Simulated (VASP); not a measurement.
# Mo (Im-3m) in VASP: single point with r2SCAN

Aim: the single point of Mo with r2SCAN.

Everything below comes from runs of VASP 6.6.1. Logs are shortened: lines on timing, memory, paths and dates and some standing lists are left out, and cuts for length are marked.

**1. The cell of the first run**

It takes space group Im-3m (No. 229, cubic). The conventional cell has a = 3.048 Å, b = 3.048 Å, c = 3.048 Å, α = 90.00°, β = 90.00°, γ = 90.00°. Mo (site symmetry m-3m) has 14 Mo at 2.64 to 3.05 Å within 3.5 Å.

**2. Single point, r2SCAN (strain -0.030 along x and y, -0.030 along z)**

Input file POSCAR:

```
Mo
1.0
   -1.5238700000      1.5238700000      1.5238700000
    1.5238700000     -1.5238700000      1.5238700000
    1.5238700000      1.5238700000     -1.5238700000
Mo
1
Direct
    0.0000000000      0.0000000000      0.0000000000
```

Input file INCAR.step1:

```
PREC = Accurate
ENCUT = 520
ISMEAR = 0
SIGMA = 0.15
LREAL = False
LASPH = True
NELM = 80
NBANDS = 13
GGA = PE
ALGO = Normal
EDIFF = 1E-4
LWAVE = True
LCHARG = False
```

Input file INCAR.step2:

```
PREC = Accurate
ENCUT = 520
EDIFF = 1E-6
ISMEAR = 0
SIGMA = 0.15
LREAL = False
LASPH = True
NELM = 80
ALGO = Normal
ISIF = 2
LWAVE = False
LCHARG = False
METAGGA = R2SCAN
LMIXTAU = True
NBANDS = 13
ISTART = 1
```

Input file KPOINTS:

```
regular mesh
0
Gamma
  22 22 22
```

Potentials or basis: VASP PAW PBE potentials, release 64 (Mo_sv).

On the command line:

```sh
$ cat potpaw_PBE.64/Mo_sv/POTCAR > POTCAR
$ cp INCAR.step1 INCAR
$ mpirun -np 1 vasp_std > vasp.out
$ cp INCAR.step2 INCAR
$ mpirun -np 1 vasp_std > vasp.out
```

OUTCAR:

```text
PREC = Accurate
   ENCUT = 520
   EDIFF = 1E-6
   ISMEAR = 0
   LREAL = False
   LASPH = True
   NELM = 80
   ISIF = 2
   METAGGA = R2SCAN
   ISTART = 1

 ion  position               nearest neighbor table
   1  0.000  0.000  0.000-

  LATTYP: Found a body centered cubic cell.
 ALAT       =     3.0477400000

  Lattice vectors:

 A1 = (  -1.5238700000,   1.5238700000,   1.5238700000)
 A2 = (   1.5238700000,  -1.5238700000,   1.5238700000)
 A3 = (   1.5238700000,   1.5238700000,  -1.5238700000)

Analysis of symmetry for initial positions (statically):
=====================================================================
 Subroutine PRICEL returns:
 Original cell was already a primitive cell.

 Routine SETGRP: Setting up the symmetry group for a
 body centered cubic supercell.

 Subroutine GETGRP returns: Found 48 space group operations
 (whereof 48 operations were pure point group operations)
 out of a pool of 48 trial point group operations.

The static configuration has the point symmetry O_h .

Analysis of symmetry for dynamics (positions and initial velocities):
=====================================================================
 Subroutine PRICEL returns:
 Original cell was already a primitive cell.

 Routine SETGRP: Setting up the symmetry group for a
 body centered cubic supercell.

 Subroutine GETGRP returns: Found 48 space group operations
 (whereof 48 operations were pure point group operations)
 out of a pool of 48 trial point group operations.

The dynamic configuration has the point symmetry O_h .

 Subroutine INISYM returns: Found 48 space group operations
 (whereof 48 operations are pure point group operations),
 and found     1 'primitive' translations

----------------------------------------------------------------------------------------

                                     Primitive cell

  volume of cell :      14.1548

  direct lattice vectors                    reciprocal lattice vectors
    -1.523870000  1.523870000  1.523870000     0.000000000  0.328111978  0.328111978
     1.523870000 -1.523870000  1.523870000     0.328111978  0.000000000  0.328111978
     1.523870000  1.523870000 -1.523870000     0.328111978  0.328111978  0.000000000

  length of vectors
     2.639420264  2.639420264  2.639420264     0.464020409  0.464020409  0.464020409

  position of ions in fractional coordinates (direct lattice)
     0.000000000  0.000000000  0.000000000

  ion indices of the primitive-cell ions
   primitive index   ion index
                 1           1

----------------------------------------------------------------------------------------

 KPOINTS: regular mesh

Automatic generation of k-mesh.
 Grid dimensions read from file:
 generate k-points for:   22   22   22

 Generating k-lattice:

  Cartesian coordinates                     Fractional coordinates (reciprocal lattice)
     0.000000000  0.014914181  0.014914181     0.045454545  0.000000000  0.000000000
     0.014914181  0.000000000  0.014914181     0.000000000  0.045454545  0.000000000
     0.014914181  0.014914181  0.000000000     0.000000000  0.000000000  0.045454545

  Length of vectors
     0.021091837  0.021091837  0.021091837

  Shift w.r.t. Gamma in fractional coordinates (k-lattice)
     0.000000000  0.000000000  0.000000000

 Subroutine IBZKPT returns following result:
 ===========================================

 Found    328 irreducible k-points:

 Following reciprocal coordinates:
            Coordinates               Weight
  0.000000  0.000000  0.000000      1.000000
  0.045455  0.000000  0.000000     12.000000
  0.090909  0.000000  0.000000     12.000000
  0.136364  0.000000  0.000000     12.000000
  0.181818  0.000000  0.000000     12.000000
  0.227273  0.000000  0.000000     12.000000
[... 16 lines left out ...]
  0.090909  0.090909  0.000000     24.000000
  0.136364  0.090909  0.000000     48.000000
 [... further k-points ...]
   k-points           NKPTS =    328   k-points in BZ     NKDIM =    328   number of bands    NBANDS=     13
   number of dos      NEDOS =    301   number of ions     NIONS =      1
   total plane-waves  NPLWV =   8000
   dimension x,y,z NGX =    20 NGY =   20 NGZ =   20
   dimension x,y,z NGXF=    40 NGYF=   40 NGZF=   40
   ions per type =               1
   NGX,Y,Z   is equivalent  to a cutoff of  12.60, 12.60, 12.60 a.u.
   NGXF,Y,Z  is equivalent  to a cutoff of  25.19, 25.19, 25.19 a.u.
 SYSTEM =  unknown system
   PREC   = accura    normal or accurate (medium, high low for compatibility)
   ISTART =      1    job   : 0-new  1-cont  2-samecut
   ICHARG =      0    charge: 1-file 2-atom 10-const
   ISPIN  =      1    spin polarized calculation?
   LNONCOLLINEAR =      F non collinear calculations
   LSORBIT =      F    spin-orbit coupling
   LASPH  =      T    aspherical Exc in radial PAW
   ENCUT  =  520.0 eV  38.22 Ry    6.18 a.u.   4.91  4.91  4.91*2*pi/ulx,y,z
   NELM   =     80;   NELMIN=  2; NELMDL=  0     # of ELM steps
   EDIFF  = 0.1E-05   stopping-criterion for ELM
   LREAL  =      F    real-space projection
   EDIFFG = 0.1E-04   stopping-criterion for IOM
   NSW    =      0    number of steps for IOM
   IBRION =     -1    ionic relax: 0-MD 1-quasi-New 2-CG
   NFREE  =      0    steps in history (QN), initial steepest desc. (CG)
   ISIF   =      2    stress and relaxation
   ISYM   =      2    0-nonsym 1-usesym 2-fastsym
   POTIM  = 0.5000    time-step for ionic-motion
   TEBEG  =    0.0;   TEEND  =   0.0 temperature during run
   PSTRESS=    0.0 pullay stress
   NELECT =      14.0000    total number of electrons
   NUPDOWN=      -1.0000    fix difference up-down
   EMIN   =  10.00;   EMAX   =-10.00  energy-range for DOS
   EFERMI =   0.00;   METHOD = LEGACY
   ISMEAR =     0;   SIGMA  =   0.15  broadening in eV -4-tet -1-fermi 0-gaus
   EFERMI_NEDOS =   21; number of points for ismear=-14 and -15
   IALGO  =     38    algorithm
   IMIX   =      4    mixing-type and parameters
     AMIX     =   0.40;   BMIX     =  1.00
     AMIX_MAG =   1.60;   BMIX_MAG =  1.00
  volume/ion in A,a.u.               =      14.15        95.52
  Fermi-wavevector in a.u.,A,eV,Ry     =   1.631109  3.082349 36.198516  2.660516
  Thomas-Fermi vector in A             =   2.723299
   LORBIT       =      0    0 simple, 1 ext, 2 COOP (PROOUT), +10 PAW based schemes
   METAGGA = R2SCAN    functional components
   LHFCALC =     F    Hartree Fock is set to
   AEXX    =    0.0000 exact exchange contribution
   IVDW    =     0    specifies the selected vdW correction
   LEPSILON=     F    determine dielectric tensor
   LRPA    =     F    only Hartree local field effects (RPA)
 non-spin polarized calculation
 Gauss-broadening in eV      SIGMA  =   0.15
  energy-cutoff  :      520.00
  volume of cell :       14.15
 maximum number of plane-waves:       394
   NGX =  9   NGY =  9   NGZ =  9

 number of electron      14.0000002 magnetization

 Free energy of the ion-electron system (eV)
  ---------------------------------------------------
  ext. energy  EPLUGINS =         0.00000000
  ---------------------------------------------------
  free energy    TOTEN  =       -25.92605745 eV

  energy without entropy =      -25.91997476  energy(sigma->0) =      -25.92301611

 E-fermi :  14.2401     XC(G=0): -15.2767

 val. band max:       14.2333449536   @ k =  -0.3182   0.3182   0.2727
 cond. band min:      14.2408552795   @ k =  -0.2273   0.2727   0.0909
 fundamental gap:      0.0075103259
 Fermi energy:        14.2401006682

 k-point     1 :       0.0000    0.0000    0.0000
  band No.  band energies     occupation
      1     -49.0437      2.00000
      2     -21.2277      2.00000
      3     -21.2277      2.00000
      4     -21.2277      2.00000
      5       6.2816      2.00000
      6      12.5908      2.00000
      7      12.5909      2.00000
      8      12.5909      2.00000
      9      16.3039      0.00000
     10      16.3039      0.00000
     11      29.8377      0.00000
     12      29.8377      0.00000
     13      29.8377      0.00000

 k-point     2 :       0.0455    0.0000    0.0000
  band No.  band energies     occupation
      1     -49.0353      2.00000
      2     -21.2728      2.00000
      3     -21.2411      2.00000
      4     -21.2281      2.00000
      5       6.3904      2.00000
      6      12.5258      2.00000
      7      12.5799      2.00000
      8      12.6936      2.00000
      9      16.1993      0.00000
     10      16.3034      0.00000
     11      29.9265      0.00000
     12      30.0211      0.00000
     13      30.0818      0.00000

 k-point     3 :       0.0909    0.0000    0.0000
  band No.  band energies     occupation
      1     -49.0105      2.00000
      2     -21.4034      2.00000
      3     -21.2803      2.00000
      4     -21.2294      2.00000
      5       6.7044      2.00000
      6      12.3411      2.00000
      7      12.5376      2.00000
      8      12.9987      2.00000
      9      15.9463      0.00000
     10      16.3056      0.00000
     11      30.1635      0.00000
     12      30.5598      0.00000
     13      30.7368      0.00000
[... 305 lines left out ...]
 k-point    23 :       0.0909    0.0909    0.0000
  band No.  band energies     occupation
      1     -48.9488      2.00000
      2     -21.7173      2.00000
      3     -21.3403      2.00000
      4     -21.2715      2.00000
      5       7.4593      2.00000
      6      12.0391      2.00000
      7      12.1822      2.00000
      8      13.8863      1.99915
      9      15.4679      0.00000
     10      16.4416      0.00000
     11      30.7615      0.00000
     12      31.6727      0.00000
     13      31.9723      0.00000

 k-point    24 :       0.1364    0.0909    0.0000
  band No.  band energies     occupation
      1     -48.8998      2.00000
      2     -21.9496      2.00000
      3     -21.4145      2.00000
      4     -21.2856      2.00000
      5       8.0101      2.00000
      6      11.7500      2.00000
      7      11.9954      2.00000
      8      14.6206      0.00033
      9      15.2972      0.00000
     10      16.5643      0.00000
     11      31.0734      0.00000
     12      32.1287      0.00000
     13      32.7367      0.00000

 [... further k-points ...]

------------------------ aborting loop because EDIFF is reached ----------------------------------------

  FORCE on cell =-STRESS in cart. coord.  units (eV):
  Direction    XX          YY          ZZ          XY          YZ          ZX
  --------------------------------------------------------------------------------------
  -------------------------------------------------------------------------------------
  Total        3.0771038      3.0771038      3.0771038     -0.0000000     -0.0000000      0.0000000
  in kB      348.2963929    348.2963929    348.2963929     -0.0000000     -0.0000000      0.0000000
  external PRESSURE =     348.2963929 kB  Pullay stress =       0.0000000 kB

 VOLUME and BASIS-vectors are now :
 -----------------------------------------------------------------------------
  energy-cutoff  :      520.00
  volume of cell :       14.15
      direct lattice vectors                 reciprocal lattice vectors
    -1.523870000  1.523870000  1.523870000     0.000000000  0.328111978  0.328111978
     1.523870000 -1.523870000  1.523870000     0.328111978  0.000000000  0.328111978
     1.523870000  1.523870000 -1.523870000     0.328111978  0.328111978  0.000000000

 POSITION                                       TOTAL-FORCE (eV/Angst)
 -----------------------------------------------------------------------------------
      0.00000      0.00000      0.00000         0.000000     -0.000000      0.000000
 -----------------------------------------------------------------------------------
    total drift:                                0.000000     -0.000000      0.000000

  FREE ENERGIE OF THE ION-ELECTRON SYSTEM (eV)
  ---------------------------------------------------
  free  energy   TOTEN  =       -25.9260574548 eV

  energy  without entropy=      -25.9199747566  energy(sigma->0) =      -25.92301611
```

Run time: 4.6 min. Hardware: 1 thread of AMD EPYC 7R13, shared host; peak memory 0.14 GiB.

Results:

| Item | Value |
| --- | --- |
| Free energy | -25.9261 eV |
| Pressure | 34.8 GPa |
| Band gap on the k mesh | zero (bands 7 and 8 overlap by 6.39 eV) |

Levels at points of the mesh, in eV from the Fermi level:
| k point | band 3 | band 4 | band 5 | band 6 | band 7 | band 8 | band 9 | band 10 | band 11 | band 12 |
| --- | --- | --- | --- | --- | --- | --- | --- | --- | --- | --- |
| (0.00, 0.00, 0.00) | -35.47 | -35.47 | -7.96 | -1.65 | -1.65 | -1.65 | 2.06 | 2.06 | 15.60 | 15.60 |
| (0.50, 0.00, 0.00) | -36.10 | -35.49 | -6.26 | -4.12 | 2.04 | 2.12 | 2.90 | 5.68 | 12.68 | 13.92 |
| (0.50, 0.50, 0.50) | -36.85 | -36.85 | -6.53 | -6.53 | 4.74 | 4.74 | 4.74 | 10.33 | 10.33 | 10.33 |

Caveat: the cell differs from its parent crystal (strain -0.030 along x and y, -0.030 along z); the cell stands under pressure; the PAW data sets were made with another functional, which shifts forces and pressure a little.
